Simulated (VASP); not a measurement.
# Fe (Fm-3m) in VASP: relaxation of cell and atoms with PBE

Aim: the relaxation of cell and atoms of Fe with PBE.

All numbers are computed with VASP 6.6.1; they aren't measurements. Logs are shortened: lines on timing, memory, paths and dates and some standing lists are left out, and cuts for length are marked.

## 1. The cell of the first run

The structure is cubic, space group Fm-3m (No. 225). The conventional cell has a = 3.654 Å, b = 3.654 Å, c = 3.654 Å, α = 90.00°, β = 90.00°, γ = 90.00°. Within 3.4 Å of Fe (site symmetry m-3m) lie 12 Fe at 2.58 Å.

This isn't the form of Fe at room conditions, which is bcc.

## 2. Relaxation of cell and atoms, PBE, collinear spin, ferromagnetic start

INCAR

```
PREC = Accurate ; ENCUT = 600
EDIFF = 1E-6 ; ISMEAR = 0
SIGMA = 0.1 ; LREAL = F
LASPH = T ; NELM = 150
ALGO = Normal ; ISIF = 3
LWAVE = F ; LCHARG = F
ISPIN = 2 ; MAGMOM = 3.01
LORBIT = 11 ; LMAXMIX = 4
GGA = PE ; IBRION = 2
NSW = 80 ; EDIFFG = -0.01
```

KPOINTS

```
regular mesh
0
Gamma
  20 20 20
```

POSCAR

```
Fe
1.0
    0.0000000000      1.8271537519      1.8271537519
    1.8271537519      0.0000000000      1.8271537519
    1.8271537519      1.8271537519      0.0000000000
Fe
1
Direct
    0.0000000000      0.0000000000      0.0000000000
```

Potentials or basis: VASP PAW PBE potentials, release 64 (Fe).

Run with:

```
$ cat potpaw_PBE.64/Fe/POTCAR > POTCAR
$ mpirun -np 1 vasp_std > vasp.out
```

OUTCAR:

```text
PREC = Accurate
   ENCUT = 600
   EDIFF = 1E-6
   ISMEAR = 0
   LREAL = F
   LASPH = T
   NELM = 150
   ISIF = 3
   ISPIN = 2
   LORBIT = 11
   GGA = PE
   IBRION = 2
   NSW = 80
   EDIFFG = -0.01

 ion  position               nearest neighbor table
   1  0.000  0.000  0.000-

  LATTYP: Found a face centered cubic cell.
 ALAT       =     3.6543075038

  Lattice vectors:

 A1 = (   0.0000000000,   1.8271537519,   1.8271537519)
 A2 = (   1.8271537519,   0.0000000000,   1.8271537519)
 A3 = (   1.8271537519,   1.8271537519,   0.0000000000)

Analysis of symmetry for initial positions (statically):
=====================================================================
 Subroutine PRICEL returns:
 Original cell was already a primitive cell.

 Routine SETGRP: Setting up the symmetry group for a
 face centered cubic supercell.

 Subroutine GETGRP returns: Found 48 space group operations
 (whereof 48 operations were pure point group operations)
 out of a pool of 48 trial point group operations.

The static configuration has the point symmetry O_h .

Analysis of symmetry for dynamics (positions and initial velocities):
=====================================================================
 Subroutine PRICEL returns:
 Original cell was already a primitive cell.

 Routine SETGRP: Setting up the symmetry group for a
 face centered cubic supercell.

 Subroutine GETGRP returns: Found 48 space group operations
 (whereof 48 operations were pure point group operations)
 out of a pool of 48 trial point group operations.

The dynamic configuration has the point symmetry O_h .

Analysis of structural, dynamic, and magnetic symmetry:
=====================================================================
 Subroutine PRICEL returns:
 Original cell was already a primitive cell.

 Routine SETGRP: Setting up the symmetry group for a
 face centered cubic supercell.

 Subroutine GETGRP returns: Found 48 space group operations
 (whereof 48 operations were pure point group operations)
 out of a pool of 48 trial point group operations.

The overall configuration has the point symmetry O_h .

 Subroutine INISYM returns: Found 48 space group operations
 (whereof 48 operations are pure point group operations),
 and found     1 'primitive' translations

----------------------------------------------------------------------------------------

                                     Primitive cell

  volume of cell :      12.1999

  direct lattice vectors                    reciprocal lattice vectors
     0.000000000  1.827153752  1.827153752    -0.273649658  0.273649658  0.273649658
     1.827153752  0.000000000  1.827153752     0.273649658 -0.273649658  0.273649658
     1.827153752  1.827153752  0.000000000     0.273649658  0.273649658 -0.273649658

  length of vectors
     2.583985616  2.583985616  2.583985616     0.473975112  0.473975112  0.473975112

  position of ions in fractional coordinates (direct lattice)
     0.000000000  0.000000000  0.000000000

  ion indices of the primitive-cell ions
   primitive index   ion index
                 1           1

----------------------------------------------------------------------------------------

 KPOINTS: regular mesh

Automatic generation of k-mesh.
 Grid dimensions read from file:
 generate k-points for:   20   20   20

 Generating k-lattice:

  Cartesian coordinates                     Fractional coordinates (reciprocal lattice)
    -0.013682483  0.013682483  0.013682483     0.050000000  0.000000000  0.000000000
     0.013682483 -0.013682483  0.013682483     0.000000000  0.050000000  0.000000000
     0.013682483  0.013682483 -0.013682483     0.000000000  0.000000000  0.050000000

  Length of vectors
     0.023698756  0.023698756  0.023698756

  Shift w.r.t. Gamma in fractional coordinates (k-lattice)
     0.000000000  0.000000000  0.000000000

 Subroutine IBZKPT returns following result:
 ===========================================

 Found    256 irreducible k-points:

 Following reciprocal coordinates:
            Coordinates               Weight
  0.000000  0.000000  0.000000      1.000000
  0.050000  0.000000  0.000000      8.000000
  0.100000  0.000000  0.000000      8.000000
  0.150000  0.000000  0.000000      8.000000
  0.200000  0.000000  0.000000      8.000000
  0.250000  0.000000  0.000000      8.000000
[... 16 lines left out ...]
 -0.400000  0.050000  0.000000     24.000000
 -0.350000  0.050000  0.000000     24.000000
 [... further k-points ...]
   k-points           NKPTS =    256   k-points in BZ     NKDIM =    256   number of bands    NBANDS=     10
   number of dos      NEDOS =    301   number of ions     NIONS =      1
   total plane-waves  NPLWV =  13824
   dimension x,y,z NGX =    24 NGY =   24 NGZ =   24
   dimension x,y,z NGXF=    48 NGYF=   48 NGZF=   48
   ions per type =               1
   NGX,Y,Z   is equivalent  to a cutoff of  15.44, 15.44, 15.44 a.u.
   NGXF,Y,Z  is equivalent  to a cutoff of  30.88, 30.88, 30.88 a.u.
 SYSTEM =  unknown system
   PREC   = accura    normal or accurate (medium, high low for compatibility)
   ISTART =      0    job   : 0-new  1-cont  2-samecut
   ICHARG =      2    charge: 1-file 2-atom 10-const
   ISPIN  =      2    spin polarized calculation?
   LNONCOLLINEAR =      F non collinear calculations
   LSORBIT =      F    spin-orbit coupling
   LASPH  =      T    aspherical Exc in radial PAW
   ENCUT  =  600.0 eV  44.10 Ry    6.64 a.u.   5.16  5.16  5.16*2*pi/ulx,y,z
   NELM   =    150;   NELMIN=  2; NELMDL= -5     # of ELM steps
   EDIFF  = 0.1E-05   stopping-criterion for ELM
   LREAL  =      F    real-space projection
   EDIFFG = -.1E-01   stopping-criterion for IOM
   NSW    =     80    number of steps for IOM
   IBRION =      2    ionic relax: 0-MD 1-quasi-New 2-CG
   NFREE  =      1    steps in history (QN), initial steepest desc. (CG)
   ISIF   =      3    stress and relaxation
   ISYM   =      2    0-nonsym 1-usesym 2-fastsym
   POTIM  = 0.5000    time-step for ionic-motion
   TEBEG  =    0.0;   TEEND  =   0.0 temperature during run
   PSTRESS=    0.0 pullay stress
   NELECT =       8.0000    total number of electrons
   NUPDOWN=      -1.0000    fix difference up-down
   EMIN   =  10.00;   EMAX   =-10.00  energy-range for DOS
   EFERMI =   0.00;   METHOD = LEGACY
   ISMEAR =     0;   SIGMA  =   0.10  broadening in eV -4-tet -1-fermi 0-gaus
   EFERMI_NEDOS =   21; number of points for ismear=-14 and -15
   IALGO  =     38    algorithm
   IMIX   =      4    mixing-type and parameters
     AMIX     =   0.40;   BMIX     =  1.00
     AMIX_MAG =   1.60;   BMIX_MAG =  1.00
  volume/ion in A,a.u.               =      12.20        82.33
  Fermi-wavevector in a.u.,A,eV,Ry     =   1.422284  2.687728 27.523123  2.022892
  Thomas-Fermi vector in A             =   2.543004
   LORBIT       =     11    0 simple, 1 ext, 2 COOP (PROOUT), +10 PAW based schemes
   GGA     = PE    functional components
   LHFCALC =     F    Hartree Fock is set to
   AEXX    =    0.0000 exact exchange contribution
   IVDW    =     0    specifies the selected vdW correction
   LEPSILON=     F    determine dielectric tensor
   LRPA    =     F    only Hartree local field effects (RPA)
 conjugate gradient relaxation of ions
 spin polarized calculation
 Gauss-broadening in eV      SIGMA  =   0.10
  energy-cutoff  :      600.00
  volume of cell :       12.20
 maximum number of plane-waves:       419
 NGX is ok and might be reduce to    24
   NGX = 11   NGY = 11   NGZ = 11

--------------------------------------- Ionic step        1  -------------------------------------------

 number of electron       8.0000000 magnetization       2.6102157

 Free energy of the ion-electron system (eV)
  ---------------------------------------------------
  ext. energy  EPLUGINS =         0.00000000
  ---------------------------------------------------
  free energy    TOTEN  =        -8.08647736 eV

  energy without entropy =       -8.08128101  energy(sigma->0) =       -8.08387919

------------------------ aborting loop because EDIFF is reached ----------------------------------------

  FORCE on cell =-STRESS in cart. coord.  units (eV):
  Direction    XX          YY          ZZ          XY          YZ          ZX
  --------------------------------------------------------------------------------------
  -------------------------------------------------------------------------------------
  Total       -0.1773754     -0.1773754     -0.1773754      0.0000000      0.0000000      0.0000000
  in kB      -23.2942500    -23.2942500    -23.2942500      0.0000000      0.0000000      0.0000000
  external PRESSURE =     -23.2942500 kB  Pullay stress =       0.0000000 kB
[... 55 lines left out ...]
  energy  without entropy=       -8.0809420899  energy(sigma->0) =       -8.08378983

--------------------------------------- Ionic step        3  -------------------------------------------

 number of electron       8.0000001 magnetization       2.6011759

 Free energy of the ion-electron system (eV)
  ---------------------------------------------------
  ext. energy  EPLUGINS =         0.00000000
  ---------------------------------------------------
  free energy    TOTEN  =        -8.08765900 eV

  energy without entropy =       -8.08235536  energy(sigma->0) =       -8.08500718

 E-fermi :   5.4784     XC(G=0): -12.7758

 val. band max:        5.4768224222   @ k =   0.4000   0.0500   0.0000
 cond. band min:       5.4795268017   @ k =   0.5000   0.0500   0.0000
 fundamental gap:      0.0027043796
 Fermi energy:         5.4783976741

 spin component 1

 k-point     1 :       0.0000    0.0000    0.0000
  band No.  band energies     occupation
      1      -2.8892      1.00000
      2       3.0306      1.00000
      3       3.0306      1.00000
      4       3.0306      1.00000
      5       4.0009      1.00000
      6       4.0009      1.00000
      7      27.2430      0.00000
      8      31.2626      0.00000
      9      31.2626      0.00000
     10      31.2626      0.00000
[... 287 lines left out ...]
 k-point    24 :      -0.3500    0.0500    0.0000
  band No.  band energies     occupation
      1       0.4414      1.00000
      2       2.9599      1.00000
      3       3.0100      1.00000
      4       3.4390      1.00000
      5       4.5532      1.00000
      6       4.9492      1.00000
      7      14.5830      0.00000
      8      25.6805      0.00000
      9      28.0789      0.00000
     10      30.1212      0.00000

 [... further k-points ...]

 spin component 2

 k-point     1 :       0.0000    0.0000    0.0000
  band No.  band energies     occupation
      1      -2.6459      1.00000
      2       5.4047      0.85133
      3       5.4048      0.85112
      4       5.4048      0.85111
      5       7.0019      0.00000
      6       7.0019      0.00000
      7      26.8657      0.00000
      8      31.6569      0.00000
      9      31.6569      0.00000
     10      31.6569      0.00000
[... 327 lines left out ...]
  FREE ENERGIE OF THE ION-ELECTRON SYSTEM (eV)
  ---------------------------------------------------
  free  energy   TOTEN  =        -8.0876589992 eV

  energy  without entropy=       -8.0823553550  energy(sigma->0) =       -8.08500718

 reached required accuracy - stopping structural energy minimisation

 total charge

# of ion       s       p       d       tot
------------------------------------------
    1        0.473   0.499   6.183   7.155

 magnetization (x)

# of ion       s       p       d       tot
------------------------------------------
    1       -0.016  -0.050   2.666   2.599
```

Wall time 3.5 min (1 thread of AMD EPYC 7R43 (Zen 3), shared host); peak memory 0.17 GiB.

Results:

| Quantity | Value |
| --- | --- |
| Free energy | -8.0877 eV |
| Relaxed volume | 12.04 Å³/atom |
| Relaxed cell | a = 2.573 Å, b = 2.573 Å, c = 2.573 Å, α = 60.00°, β = 60.00°, γ = 60.00° |
| Space group after relaxing (to 0.1 Å) | Fm-3m (No. 225) |
| Energy gained by relaxing | 1.2 meV/atom |
| Ionic steps | 3 |
| Pressure after relaxing | 0.0 GPa |
| Net moment | 2.60 μB per cell |
| Site moments | Fe +2.60 μB |
| Valence electrons inside the program's atomic spheres | Fe 7.16 |

Step by step:
```csv
step,energy change (eV),largest force (eV/Å),pressure (GPa),volume (Å³)
1,0.0000,0.0000,-2.33,12.20
2,-0.0002,0.0000,2.09,11.89
3,-0.0012,0.0000,-0.01,12.04
```

Final structure:
```yaml
crystal:
  lattice:
    - [0.00000, 1.81916, 1.81916]
    - [1.81916, 0.00000, 1.81916]
    - [1.81916, 1.81916, 0.00000]
  atoms:
    - { symbol: Fe, position: [0.00000, 0.00000, 0.00000] }
```
